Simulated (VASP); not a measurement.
# SiGe4Pt (F-43m) in VASP: a series of runs

SiGe4Pt is run at these levels: PBE; tasks: single point, relaxation of cell and atoms.

Everything below comes from runs of VASP 6.6.1. Logs are shortened: lines on timing, memory, paths and dates and some standing lists are left out, and cuts for length are marked.

## Step 1: The cell of the first run

It takes space group F-43m (No. 216, cubic). Conventional cell: a = 7.700 Å, b = 7.700 Å, c = 7.700 Å, α = 90.00°, β = 90.00°, γ = 90.00°. Si (site symmetry -43m) has 12 Ge at 3.19 Å and 4 Pt at 3.33 Å within 4.2 Å. Within 3.6 Å of Ge (site symmetry 3m) lie 6 Ge at 2.71 to 2.73 Å and 3 Si at 3.19 Å and 3 Pt at 3.19 Å. Pt (site symmetry -43m) has 12 Ge at 3.19 Å and 4 Si at 3.33 Å within 4.2 Å.

## Step 2: Single point, PBE

File INCAR:

```
SYSTEM = SiGe4Pt
PREC     = Accurate       ! precision mode
ENCUT    = 520            ! plane-wave cutoff, eV
EDIFF    = 1E-6           ! SCF threshold, eV
ISMEAR   = 0              ! smearing method
SIGMA    = 0.1            ! smearing width, eV
LREAL    = .FALSE.        ! projectors in reciprocal space
LASPH    = .TRUE.         ! aspherical terms in the spheres
NELM     = 100            ! most SCF steps
ALGO     = Normal         ! electronic algorithm
ISIF     = 2              ! what is computed and relaxed
LWAVE    = .FALSE.        ! write WAVECAR
LCHARG   = .FALSE.        ! write CHGCAR
GGA      = PE             ! functional
NBANDS   = 44             ! bands
```

File KPOINTS:

```
Automatic mesh
0
G
  4 4 4
  0 0 0
```

File POSCAR:

```
SiGe4Pt
1.0
    0.0000000000      3.8498730515      3.8498730515
    3.8498730515      0.0000000000      3.8498730515
    3.8498730515      3.8498730515      0.0000000000
Si Ge Pt
1 4 1
Direct
    0.0000000000      0.0000000000      0.0000000000
    0.1234527761      0.6255157413      0.6255157413
    0.6255157413      0.1234527761      0.6255157413
    0.6255157413      0.6255157413      0.1234527761
    0.6255157413      0.6255157413      0.6255157413
    0.2500000000      0.2500000000      0.2500000000
```

Potentials or basis: VASP PAW PBE potentials, release 64 (Si, Ge_d, Pt).

On the command line:

```bash
$ cat potpaw_PBE.64/Si/POTCAR potpaw_PBE.64/Ge_d/POTCAR potpaw_PBE.64/Pt/POTCAR > POTCAR
$ mpirun -np 1 vasp_std > vasp.out
```

OUTCAR:

```text
SYSTEM = SiGe4Pt
   PREC = Accurate
   ENCUT = 520
   EDIFF = 1E-6
   ISMEAR = 0
   LREAL = .FALSE.
   LASPH = .TRUE.
   NELM = 100
   ISIF = 2
   GGA = PE

 ion  position               nearest neighbor table
   1  0.000  0.000  0.000-
   2  0.123  0.626  0.626-   3 2.71   4 2.71   5 2.71   5 2.73   4 2.73   3 2.73   6 3.19   6 3.19
                             6 3.19
   3  0.626  0.123  0.626-   2 2.71   4 2.71   5 2.71   4 2.73   5 2.73   2 2.73   6 3.19   6 3.19
                             6 3.19
   4  0.626  0.626  0.123-   2 2.71   3 2.71   5 2.71   5 2.73   3 2.73   2 2.73   6 3.19   6 3.19
                             6 3.19
   5  0.626  0.626  0.626-   2 2.71   3 2.71   4 2.71   4 2.73   3 2.73   2 2.73   6 3.19   6 3.19
                             6 3.19
   6  0.250  0.250  0.250-   2 3.19   3 3.19   4 3.19   2 3.19   3 3.19   5 3.19   2 3.19   4 3.19
                             5 3.19   3 3.19   4 3.19   5 3.19

  LATTYP: Found a face centered cubic cell.
 ALAT       =     7.6997461030

  Lattice vectors:

 A1 = (   0.0000000000,   3.8498730515,   3.8498730515)
 A2 = (   3.8498730515,   0.0000000000,   3.8498730515)
 A3 = (   3.8498730515,   3.8498730515,   0.0000000000)

Analysis of symmetry for initial positions (statically):
=====================================================================
 Subroutine PRICEL returns:
 Original cell was already a primitive cell.

 Routine SETGRP: Setting up the symmetry group for a
 face centered cubic supercell.

 Subroutine GETGRP returns: Found 24 space group operations
 (whereof 24 operations were pure point group operations)
 out of a pool of 48 trial point group operations.

The static configuration has the point symmetry T_d .

Analysis of symmetry for dynamics (positions and initial velocities):
=====================================================================
 Subroutine PRICEL returns:
 Original cell was already a primitive cell.

 Routine SETGRP: Setting up the symmetry group for a
 face centered cubic supercell.

 Subroutine GETGRP returns: Found 24 space group operations
 (whereof 24 operations were pure point group operations)
 out of a pool of 48 trial point group operations.

The dynamic configuration has the point symmetry T_d .

 Subroutine INISYM returns: Found 24 space group operations
 (whereof 24 operations are pure point group operations),
 and found     1 'primitive' translations

----------------------------------------------------------------------------------------

                                     Primitive cell

  volume of cell :     114.1220

  direct lattice vectors                    reciprocal lattice vectors
     0.000000000  3.849873051  3.849873051    -0.129874412  0.129874412  0.129874412
     3.849873051  0.000000000  3.849873051     0.129874412 -0.129874412  0.129874412
     3.849873051  3.849873051  0.000000000     0.129874412  0.129874412 -0.129874412

  length of vectors
     5.444542683  5.444542683  5.444542683     0.224949081  0.224949081  0.224949081

  position of ions in fractional coordinates (direct lattice)
     0.000000000  0.000000000  0.000000000
     0.123452776  0.625515741  0.625515741
     0.625515741  0.123452776  0.625515741
     0.625515741  0.625515741  0.123452776
     0.625515741  0.625515741  0.625515741
     0.250000000  0.250000000  0.250000000

  ion indices of the primitive-cell ions
   primitive index   ion index
                 1           1
                 2           2
                 3           3
                 4           4
                 5           5
                 6           6

----------------------------------------------------------------------------------------

 KPOINTS: Automatic mesh

Automatic generation of k-mesh.
 Grid dimensions read from file:
 generate k-points for:    4    4    4

 Generating k-lattice:

  Cartesian coordinates                     Fractional coordinates (reciprocal lattice)
    -0.032468603  0.032468603  0.032468603     0.250000000  0.000000000  0.000000000
     0.032468603 -0.032468603  0.032468603     0.000000000  0.250000000  0.000000000
     0.032468603  0.032468603 -0.032468603     0.000000000  0.000000000  0.250000000

  Length of vectors
     0.056237270  0.056237270  0.056237270

  Shift w.r.t. Gamma in fractional coordinates (k-lattice)
     0.000000000  0.000000000  0.000000000

 Subroutine IBZKPT returns following result:
 ===========================================

 Found      8 irreducible k-points:

 Following reciprocal coordinates:
            Coordinates               Weight
  0.000000  0.000000  0.000000      1.000000
  0.250000  0.000000  0.000000      8.000000
  0.500000  0.000000  0.000000      4.000000
  0.250000  0.250000  0.000000      6.000000
  0.500000  0.250000  0.000000     24.000000
 -0.250000  0.250000  0.000000     12.000000
  0.500000  0.500000  0.000000      3.000000
 -0.250000  0.500000  0.250000      6.000000
   k-points           NKPTS =      8   k-points in BZ     NKDIM =      8   number of bands    NBANDS=     44
   number of dos      NEDOS =    301   number of ions     NIONS =      6
   total plane-waves  NPLWV =  64000
   dimension x,y,z NGX =    40 NGY =   40 NGZ =   40
   dimension x,y,z NGXF=    80 NGYF=   80 NGZF=   80
   ions per type =               1   4   1
   NGX,Y,Z   is equivalent  to a cutoff of  12.21, 12.21, 12.21 a.u.
   NGXF,Y,Z  is equivalent  to a cutoff of  24.43, 24.43, 24.43 a.u.
 SYSTEM =  SiGe4Pt
   PREC   = accura    normal or accurate (medium, high low for compatibility)
   ISTART =      0    job   : 0-new  1-cont  2-samecut
   ICHARG =      2    charge: 1-file 2-atom 10-const
   ISPIN  =      1    spin polarized calculation?
   LNONCOLLINEAR =      F non collinear calculations
   LSORBIT =      F    spin-orbit coupling
   LASPH  =      T    aspherical Exc in radial PAW
   ENCUT  =  520.0 eV  38.22 Ry    6.18 a.u.  10.12 10.12 10.12*2*pi/ulx,y,z
   NELM   =    100;   NELMIN=  2; NELMDL= -5     # of ELM steps
   EDIFF  = 0.1E-05   stopping-criterion for ELM
   LREAL  =      F    real-space projection
   EDIFFG = 0.1E-04   stopping-criterion for IOM
   NSW    =      0    number of steps for IOM
   IBRION =     -1    ionic relax: 0-MD 1-quasi-New 2-CG
   NFREE  =      0    steps in history (QN), initial steepest desc. (CG)
   ISIF   =      2    stress and relaxation
   ISYM   =      2    0-nonsym 1-usesym 2-fastsym
   POTIM  = 0.5000    time-step for ionic-motion
   TEBEG  =    0.0;   TEEND  =   0.0 temperature during run
   PSTRESS=    0.0 pullay stress
   NELECT =      70.0000    total number of electrons
   NUPDOWN=      -1.0000    fix difference up-down
   EMIN   =  10.00;   EMAX   =-10.00  energy-range for DOS
   EFERMI =   0.00;   METHOD = LEGACY
   ISMEAR =     0;   SIGMA  =   0.10  broadening in eV -4-tet -1-fermi 0-gaus
   EFERMI_NEDOS =   21; number of points for ismear=-14 and -15
   IALGO  =     38    algorithm
   IMIX   =      4    mixing-type and parameters
     AMIX     =   0.40;   BMIX     =  1.00
     AMIX_MAG =   1.60;   BMIX_MAG =  1.00
  volume/ion in A,a.u.               =      19.02       128.36
  Fermi-wavevector in a.u.,A,eV,Ry     =   1.390970  2.628552 26.324519  1.934798
  Thomas-Fermi vector in A             =   2.514854
   LORBIT       =      0    0 simple, 1 ext, 2 COOP (PROOUT), +10 PAW based schemes
   GGA     = PE    functional components
   LHFCALC =     F    Hartree Fock is set to
   AEXX    =    0.0000 exact exchange contribution
   IVDW    =     0    specifies the selected vdW correction
   LEPSILON=     F    determine dielectric tensor
   LRPA    =     F    only Hartree local field effects (RPA)
 non-spin polarized calculation
 Gauss-broadening in eV      SIGMA  =   0.10
  energy-cutoff  :      520.00
  volume of cell :      114.12
 maximum number of plane-waves:      3119
   NGX = 21   NGY = 21   NGZ = 21

 number of electron      69.9999951 magnetization

 Free energy of the ion-electron system (eV)
  ---------------------------------------------------
  ext. energy  EPLUGINS =         0.00000000
  ---------------------------------------------------
  free energy    TOTEN  =       -25.81081288 eV

  energy without entropy =      -25.77650848  energy(sigma->0) =      -25.79366068

 E-fermi :   7.0972     XC(G=0): -11.1764

 val. band max:        7.0697443140   @ k =   0.0000   0.0000   0.0000
 cond. band min:       7.1447218947   @ k =  -0.2500   0.5000   0.2500
 fundamental gap:      0.0749775807
 Fermi energy:         7.0972338846

 k-point     1 :       0.0000    0.0000    0.0000
  band No.  band energies     occupation
      1     -18.1285      2.00000
      2     -18.0651      2.00000
      3     -18.0651      2.00000
      4     -18.0648      2.00000
      5     -18.0648      2.00000
      6     -18.0648      2.00000
[... 36 lines left out ...]
     43      13.5644      0.00000
     44      13.5731      0.00000

 k-point     2 :       0.2500    0.0000    0.0000
  band No.  band energies     occupation
      1     -18.1076      2.00000
      2     -18.0624      2.00000
      3     -18.0624      2.00000
      4     -18.0550      2.00000
      5     -18.0335      2.00000
      6     -18.0335      2.00000
[... 36 lines left out ...]
     43      11.1418      0.00000
     44      13.7336      0.00000

 k-point     3 :       0.5000    0.0000    0.0000
  band No.  band energies     occupation
      1     -18.0912      2.00000
      2     -18.0598      2.00000
      3     -18.0598      2.00000
      4     -18.0206      2.00000
      5     -17.9751      2.00000
      6     -17.9700      2.00000
[... 224 lines left out ...]
     43      10.9081      0.00000
     44      11.2485      0.00000

 k-point     8 :      -0.2500    0.5000    0.2500
  band No.  band energies     occupation
      1     -18.0438      2.00000
      2     -18.0436      2.00000
      3     -18.0370      2.00000
      4     -18.0328      2.00000
      5     -17.9820      2.00000
      6     -17.9759      2.00000
[... 36 lines left out ...]
     43      11.3406      0.00000
     44      11.8371      0.00000

------------------------ aborting loop because EDIFF is reached ----------------------------------------

  FORCE on cell =-STRESS in cart. coord.  units (eV):
  Direction    XX          YY          ZZ          XY          YZ          ZX
  --------------------------------------------------------------------------------------
  -------------------------------------------------------------------------------------
  Total       -0.1483394     -0.1483394     -0.1483394      0.0000000     -0.0000000      0.0000000
  in kB       -2.0825615     -2.0825615     -2.0825615      0.0000000     -0.0000000      0.0000000
  external PRESSURE =      -2.0825615 kB  Pullay stress =       0.0000000 kB

 VOLUME and BASIS-vectors are now :
 -----------------------------------------------------------------------------
  energy-cutoff  :      520.00
  volume of cell :      114.12
      direct lattice vectors                 reciprocal lattice vectors
     0.000000000  3.849873051  3.849873051    -0.129874412  0.129874412  0.129874412
     3.849873051  0.000000000  3.849873051     0.129874412 -0.129874412  0.129874412
     3.849873051  3.849873051  0.000000000     0.129874412  0.129874412 -0.129874412

 POSITION                                       TOTAL-FORCE (eV/Angst)
 -----------------------------------------------------------------------------------
      0.00000      0.00000      0.00000        -0.000000     -0.000000     -0.000000
      4.81631      2.88343      2.88343        -0.007252      0.007252      0.007252
      2.88343      4.81631      2.88343         0.007252     -0.007252      0.007252
      2.88343      2.88343      4.81631         0.007252      0.007252     -0.007252
      4.81631      4.81631      4.81631        -0.007252     -0.007252     -0.007252
      1.92494      1.92494      1.92494        -0.000000     -0.000000     -0.000000
 -----------------------------------------------------------------------------------
    total drift:                               -0.000000     -0.000000     -0.000000

  FREE ENERGIE OF THE ION-ELECTRON SYSTEM (eV)
  ---------------------------------------------------
  free  energy   TOTEN  =       -25.8108128797 eV

  energy  without entropy=      -25.7765084815  energy(sigma->0) =      -25.79366068
```

Run time: 44 s. Hardware: 1 thread of Intel Xeon 6975P-C, shared host; peak memory 0.26 GiB.

Results:

```yaml
Free_energy: -25.8108 eV
Pressure: -0.2 GPa
Largest_force: 0.013 eV/Å
Band_gap_on_the_k_mesh: zero (band 35 reaches 7.55 eV, above the bottom of band 36 at 6.57 eV)
```

Forces on the atoms (eV/Å):
```
Si   0.000  0.000  0.000
Ge  -0.007  0.007  0.007
Ge   0.007 -0.007  0.007
Ge   0.007  0.007 -0.007
Ge  -0.007 -0.007 -0.007
Pt   0.000  0.000  0.000
```

Caveat: spin-orbit coupling is left out, which moves the levels of the heavy elements.

## Step 3: Relaxation of cell and atoms, PBE

This run uses another cell than the first one, of 17.07 Å³/atom, 0.897 times its volume.

File INCAR:

```
PREC = Accurate
ENCUT = 600
EDIFF = 1E-6
ISMEAR = 0
SIGMA = 0.1
LREAL = False
LASPH = True
NELM = 60
ALGO = Normal
ISIF = 3
LWAVE = False
LCHARG = False
GGA = PE
IBRION = 2
NSW = 90
EDIFFG = -0.04
```

File KPOINTS:

```
regular mesh
0
Gamma
  4 4 4
```

File POSCAR:

```
SiGe4Pt
1.0
    0.0000000000      3.7133082700      3.7133082700
    3.7133082700      0.0000000000      3.7133082700
    3.7133082700      3.7133082700      0.0000000000
Si Ge Pt
1 4 1
Direct
    0.0000000000      0.0000000000      0.0000000000
    0.1237450800      0.6254183100      0.6254183100
    0.6254183100      0.1237450800      0.6254183100
    0.6254183100      0.6254183100      0.1237450800
    0.6254183100      0.6254183100      0.6254183100
    0.2500000000      0.2500000000      0.2500000000
```

Potentials or basis: VASP PAW PBE potentials, release 64 (Si, Ge_d, Pt).

On the command line:

```bash
$ cat potpaw_PBE.64/Si/POTCAR potpaw_PBE.64/Ge_d/POTCAR potpaw_PBE.64/Pt/POTCAR > POTCAR
$ mpirun -np 1 vasp_std > vasp.out
```

Run time: 2.3 min. Hardware: 1 thread of Intel Xeon 6975P-C, shared host; peak memory 0.29 GiB.

Results (log left out):

| Quantity | Value |
| --- | --- |
| Free energy | -25.8098 eV |
| Relaxed volume | 18.96 Å³/atom |
| Relaxed cell | a = 5.439 Å, b = 5.439 Å, c = 5.439 Å, α = 60.00°, β = 60.00°, γ = 60.00° |
| Space group after relaxing (to 0.05 Å) | F-43m (No. 216) |
| Energy gained by relaxing | 55.9 meV/atom |
| Ionic steps | 3 |
| Pressure after relaxing | 0.0 GPa |
| Largest force after relaxing | 0.019 eV/Å |
| Band gap on the k mesh | zero (band 35 reaches 7.59 eV, above the bottom of band 36 at 6.60 eV) |

Forces on the atoms (eV/Å):
```
Si   0.000  0.000  0.000
Ge   0.011 -0.011 -0.011
Ge  -0.011  0.011 -0.011
Ge  -0.011 -0.011  0.011
Ge   0.011  0.011  0.011
Pt   0.000  0.000  0.000
```

The path:
```csv
step,energy change (eV),largest force (eV/Å),pressure (GPa),volume (Å³)
1,0.0000,0.0146,10.40,102.40
2,-0.2685,0.0353,-3.59,119.71
3,-0.3354,0.0194,0.05,113.78
```

Final structure:
```xyz
6
Lattice="0.0000 3.8460 3.8460 3.8460 0.0000 3.8460 3.8460 3.8460 0.0000" Properties=species:S:1:pos:R:3 pbc="T T T"
Si    0.0000    0.0000    0.0000
Ge    4.8104    2.8816    2.8816
Ge    2.8816    4.8104    2.8816
Ge    2.8816    2.8816    4.8104
Ge    4.8104    4.8104    4.8104
Pt    1.9230    1.9230    1.9230
```

Levels at points of the mesh, in eV from the Fermi level:
```
           k point  band 31  band 32  band 33  band 34  band 35  band 36  band 37  band 38
(0.00, 0.00, 0.00)    -3.61    -1.28    -1.28    -1.28    -0.07    -0.03    -0.03    -0.03
(0.50, 0.00, 0.00)    -1.83    -1.71    -1.71    -0.83     0.15     0.28     0.28     1.09
(0.50, 0.50, 0.00)    -1.79    -1.55    -0.55    -0.55     0.46     0.55     0.73     0.73
```

Caveat: the k points lie up to 0.35 Å⁻¹ apart in the final cell; spin-orbit coupling is left out, which moves the levels of the heavy elements.
